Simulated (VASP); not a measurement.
# Sn3GeSe (Pm-3m) in VASP: a series of runs, part 2 of 2

VASP 6.6.1. Earlier steps stand in the parts before.

### 3 Single point, PBE

This run uses another cell than the first one, of 31.45 Å³/atom, 1.045 times its volume.

The input, INCAR:

```
ALGO = Normal ; EDIFF = 1E-6
ENCUT = 520 ; GGA = PE
ISIF = 2 ; ISMEAR = 0
LASPH = True ; LCHARG = True
LELF = True ; LREAL = False
LVHAR = True ; LWAVE = False
NBANDS = 39 ; NELM = 80
PREC = Accurate ; SIGMA = 0.1
```

The input, KPOINTS:

```
k-points
0
Gamma
  4 4 4
```

The input, POSCAR:

```
Sn3GeSe
1.0
    5.3977249831      0.0000000000      0.0000000000
    0.0000000000      5.3977249831      0.0000000000
    0.0000000000      0.0000000000      5.3977249831
Sn Ge Se
3 1 1
Direct
    0.5000000000      0.0000000000      0.0000000000
    0.0000000000      0.5000000000      0.0000000000
    0.0000000000      0.0000000000      0.5000000000
    0.0000000000      0.0000000000      0.0000000000
    0.5000000000      0.5000000000      0.5000000000
```

Potentials or basis: VASP PAW PBE potentials, release 64 (Sn_d, Ge_d, Se).

Run with:

```
> cat potpaw_PBE.64/Sn_d/POTCAR potpaw_PBE.64/Ge_d/POTCAR potpaw_PBE.64/Se/POTCAR > POTCAR
> mpirun -np 1 vasp_std > vasp.out
```

OUTCAR:

```text
EDIFF = 1E-6
   ENCUT = 520
   GGA = PE
   ISIF = 2
   ISMEAR = 0
   LASPH = True
   LREAL = False
   NELM = 80
   PREC = Accurate

 ion  position               nearest neighbor table
   1  0.500  0.000  0.000-   4 2.70   4 2.70
   2  0.000  0.500  0.000-   4 2.70   4 2.70
   3  0.000  0.000  0.500-   4 2.70   4 2.70
   4  0.000  0.000  0.000-   1 2.70   2 2.70   3 2.70   3 2.70   2 2.70   1 2.70
   5  0.500  0.500  0.500-

  LATTYP: Found a simple cubic cell.
 ALAT       =     5.3977249831

  Lattice vectors:

 A1 = (   5.3977249831,   0.0000000000,   0.0000000000)
 A2 = (   0.0000000000,   5.3977249831,   0.0000000000)
 A3 = (   0.0000000000,   0.0000000000,   5.3977249831)

Analysis of symmetry for initial positions (statically):
=====================================================================
 Subroutine PRICEL returns:
 Original cell was already a primitive cell.

 Routine SETGRP: Setting up the symmetry group for a
 simple cubic supercell.

 Subroutine GETGRP returns: Found 48 space group operations
 (whereof 48 operations were pure point group operations)
 out of a pool of 48 trial point group operations.

The static configuration has the point symmetry O_h .

Analysis of symmetry for dynamics (positions and initial velocities):
=====================================================================
 Subroutine PRICEL returns:
 Original cell was already a primitive cell.

 Routine SETGRP: Setting up the symmetry group for a
 simple cubic supercell.

 Subroutine GETGRP returns: Found 48 space group operations
 (whereof 48 operations were pure point group operations)
 out of a pool of 48 trial point group operations.

[... 104 lines left out ...]
   EMIN   =  10.00;   EMAX   =-10.00  energy-range for DOS
   EFERMI =   0.00;   METHOD = LEGACY
   ISMEAR =     0;   SIGMA  =   0.10  broadening in eV -4-tet -1-fermi 0-gaus
   EFERMI_NEDOS =   21; number of points for ismear=-14 and -15
   IALGO  =     38    algorithm
   IMIX   =      4    mixing-type and parameters
     AMIX     =   0.40;   BMIX     =  1.00
     AMIX_MAG =   1.60;   BMIX_MAG =  1.00
  volume/ion in A,a.u.               =      31.45       212.26
  Fermi-wavevector in a.u.,A,eV,Ry     =   1.200405  2.268437 19.605633  1.440973
  Thomas-Fermi vector in A             =   2.336242
   LORBIT       =      0    0 simple, 1 ext, 2 COOP (PROOUT), +10 PAW based schemes
   GGA     = PE    functional components
   LHFCALC =     F    Hartree Fock is set to
   AEXX    =    0.0000 exact exchange contribution
   IVDW    =     0    specifies the selected vdW correction
   LEPSILON=     F    determine dielectric tensor
   LRPA    =     F    only Hartree local field effects (RPA)
 non-spin polarized calculation
 Gauss-broadening in eV      SIGMA  =   0.10
  energy-cutoff  :      520.00
  volume of cell :      157.27
 maximum number of plane-waves:      4260
   NGX = 21   NGY = 21   NGZ = 21

 number of electron      61.9999990 magnetization

 Free energy of the ion-electron system (eV)
  ---------------------------------------------------
  ext. energy  EPLUGINS =         0.00000000
  ---------------------------------------------------
  free energy    TOTEN  =       -17.54694090 eV

  energy without entropy =      -17.53506495  energy(sigma->0) =      -17.54100293

 E-fermi :   4.8397     XC(G=0):  -9.1548

 val. band max:        4.7978242466   @ k =   0.2500   0.2500   0.0000
 cond. band min:       4.9552237483   @ k =   0.2500   0.2500   0.2500
 fundamental gap:      0.1573995017
 Fermi energy:         4.8397361245

 k-point     1 :       0.0000    0.0000    0.0000
  band No.  band energies     occupation
      1     -19.9193      2.00000
      2     -19.9193      2.00000
      3     -19.8681      2.00000
      4     -19.8681      2.00000
      5     -19.8681      2.00000
      6     -17.1551      2.00000
[... 409 lines left out ...]
     38       8.4809      0.00000
     39       8.5217      0.00000

------------------------ aborting loop because EDIFF is reached ----------------------------------------

  FORCE on cell =-STRESS in cart. coord.  units (eV):
  Direction    XX          YY          ZZ          XY          YZ          ZX
  --------------------------------------------------------------------------------------
  -------------------------------------------------------------------------------------
  Total        0.0066281      0.0066281      0.0066281     -0.0000000      0.0000000     -0.0000000
  in kB        0.0675251      0.0675251      0.0675251     -0.0000000      0.0000000     -0.0000000
  external PRESSURE =       0.0675251 kB  Pullay stress =       0.0000000 kB

 VOLUME and BASIS-vectors are now :
 -----------------------------------------------------------------------------
  energy-cutoff  :      520.00
  volume of cell :      157.27
      direct lattice vectors                 reciprocal lattice vectors
     5.397724983  0.000000000  0.000000000     0.185263236  0.000000000  0.000000000
     0.000000000  5.397724983  0.000000000     0.000000000  0.185263236  0.000000000
     0.000000000  0.000000000  5.397724983     0.000000000  0.000000000  0.185263236

 POSITION                                       TOTAL-FORCE (eV/Angst)
 -----------------------------------------------------------------------------------
      2.69886      0.00000      0.00000         0.000000      0.000000      0.000000
      0.00000      2.69886      0.00000         0.000000      0.000000      0.000000
      0.00000      0.00000      2.69886         0.000000      0.000000      0.000000
      0.00000      0.00000      0.00000         0.000000      0.000000      0.000000
      2.69886      2.69886      2.69886         0.000000      0.000000      0.000000
 -----------------------------------------------------------------------------------
    total drift:                               -0.000000      0.000000     -0.000000

  FREE ENERGIE OF THE ION-ELECTRON SYSTEM (eV)
  ---------------------------------------------------
  free  energy   TOTEN  =       -17.5469409011 eV

  energy  without entropy=      -17.5350649549  energy(sigma->0) =      -17.54100293
```

Wall time 41 s (1 thread of Oxide Virtual Turin-like, shared host); peak memory 0.23 GiB.

Results:

| Quantity | Value |
| --- | --- |
| Free energy | -17.5469 eV |
| Pressure | 0.0 GPa |
| Band gap on the k mesh | zero (band 31 reaches 5.58 eV, above the bottom of band 32 at 4.70 eV) |

Levels at points of the mesh, in eV from the Fermi level:
```
           k point  band 28  band 29  band 30  band 31  band 32  band 33  band 34  band 35
(0.00, 0.00, 0.00)    -3.71    -1.65    -1.65    -1.65     1.31     1.31     1.31     2.69
(0.50, 0.00, 0.00)    -2.17    -2.17    -1.05     0.14     0.33     0.98     0.98     1.37
(0.50, 0.50, 0.00)    -2.03    -2.02    -1.68    -0.14    -0.14     1.21     1.21     1.93
(0.50, 0.50, 0.50)    -3.52     0.75     0.75     0.75     2.01     2.01     2.43     2.43
```

Caveat: spin-orbit coupling is left out, which moves the levels of the heavy elements.

### 4 Single point, PBE

This run uses another cell than the first one, of 31.62 Å³/atom, 1.050 times its volume.

The input, INCAR:

```
PREC = Accurate
ENCUT = 520
EDIFF = 1E-7
ISMEAR = 0
SIGMA = 0.1
LREAL = F
LASPH = T
NELM = 80
ALGO = Normal
ISIF = 2
LWAVE = F
LCHARG = F
GGA = PE
NBANDS = 39
```

The input, KPOINTS:

```
regular mesh
0
Gamma
  8 8 8
```

Edit POSCAR of step 3 so:

```diff
@@ -2,5 +2,5 @@
 1.0
-    5.3977249831      0.0000000000      0.0000000000
-    0.0000000000      5.3977249831      0.0000000000
-    0.0000000000      0.0000000000      5.3977249831
+    5.4072876253      0.0000000000      0.0000000000
+    0.0000000000      5.4072876253      0.0000000000
+    0.0000000000      0.0000000000      5.4072876253
 Sn Ge Se
```

Run with:

```
> cat potpaw_PBE.64/Sn_d/POTCAR potpaw_PBE.64/Ge_d/POTCAR potpaw_PBE.64/Se/POTCAR > POTCAR
> mpirun -np 1 vasp_std > vasp.out
```

It took 2.3 min on 1 thread of Oxide Virtual Turin-like, shared host; peak memory 0.33 GiB.

It converged, with:

| Quantity | Value |
| --- | --- |
| Free energy | -17.1556 eV |
| Pressure | 0.0 GPa |
| Band gap on the k mesh | zero (band 31 reaches 5.53 eV, above the bottom of band 32 at 4.58 eV) |

Levels at points of the mesh, in eV from the Fermi level:
```csv
k point,band 29,band 30,band 31,band 32,band 33,band 34
"(0.00, 0.00, 0.00)",-1.72,-1.72,-1.72,1.24,1.24,1.24
"(0.50, 0.00, 0.00)",-2.22,-1.12,0.08,0.24,0.91,0.91
"(0.50, 0.50, 0.00)",-2.07,-1.74,-0.21,-0.21,1.11,1.11
"(0.50, 0.50, 0.50)",0.67,0.67,0.67,1.90,1.90,2.30
```

Caveat: spin-orbit coupling is left out, which moves the levels of the heavy elements.

### 5 The runs side by side

```tsv
cell	k mesh	gap on the mesh (eV)	pressure (GPa)
a = 5.319 Å, 5 atoms	4 × 4 × 4	none	1.8
a = 5.398 Å, 5 atoms	4 × 4 × 4	none	0.0
a = 5.407 Å, 5 atoms	8 × 8 × 8	none	0.0
```

Alike in all rows: task single point; level PBE; potentials or basis VASP PAW PBE potentials, release 64 (Sn_d, Ge_d, Se); no spin polarisation; cutoff (eV) 520; smearing gaussian 0.1 eV.

Caveats: spin-orbit coupling is left out, which moves the levels of the heavy elements.

Absolute energies hang on the potentials; compare differences alone.
